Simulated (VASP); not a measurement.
Input of a VASP 6.6.1 run:

Contents of POSCAR:

```
SiO2
1.0
    4.2906310956      0.0000000000      0.0000000000
    0.0000000000      4.2906310956      0.0000000000
    0.0000000000      0.0000000000      2.6916793423
Si O
2 4
Direct
    0.0000000000      0.0000000000      0.0000000000
    0.5000000000      0.5000000000      0.5000000000
    0.3092298312      0.3092298312      0.0000000000
    0.1907701688      0.8092298312      0.5000000000
    0.6907701688      0.6907701688      0.0000000000
    0.8092298312      0.1907701688      0.5000000000
```

File INCAR.step1:

```
SYSTEM = SiO2
  ALGO = Normal
  EDIFF = 1E-4
  ENCUT = 520
  GGA = PE
  ISMEAR = 0
  LASPH = .TRUE.
  LCHARG = .FALSE.
  LREAL = .FALSE.
  LWAVE = .TRUE.
  NBANDS = 25
  NELM = 80
  PREC = Accurate
  SIGMA = 0.02
```

Contents of INCAR.step2:

```
SYSTEM = SiO2
  ALGO = Normal
  EDIFF = 1E-6
  ENCUT = 520
  ISIF = 2
  ISMEAR = 0
  ISTART = 1
  LASPH = .TRUE.
  LCHARG = .FALSE.
  LMIXTAU = .TRUE.
  LREAL = .FALSE.
  LWAVE = .FALSE.
  METAGGA = R2SCAN
  NBANDS = 25
  NELM = 80
  PREC = Accurate
  SIGMA = 0.02
```

Contents of KPOINTS:

```
k-points
0
G
  6 6 8
  0 0 0
```

Potentials or basis: VASP PAW PBE potentials, release 64 (Si, O).

Launch:

```bash
$ cat potpaw_PBE.64/Si/POTCAR potpaw_PBE.64/O/POTCAR > POTCAR
$ cp INCAR.step1 INCAR
$ mpirun -np 1 vasp_std > vasp.out
$ cp INCAR.step2 INCAR
$ mpirun -np 1 vasp_std > vasp.out
```

Problem. What does it give for the band gap on the k mesh?

Solution. 5.65 eV, direct.

Problem. Estimate the largest force.

Solution. 0.031 eV/Å.

Problem. Estimate the pressure.

Solution. -14.5 GPa.

Stress tensor (GPa, compression positive):
```
-14.79   0.00   0.00
  0.00 -14.79   0.00
  0.00   0.00 -13.95
```

Caveat: the PAW data sets were made with another functional, which shifts forces and pressure a little. A k mesh can miss the band edges.
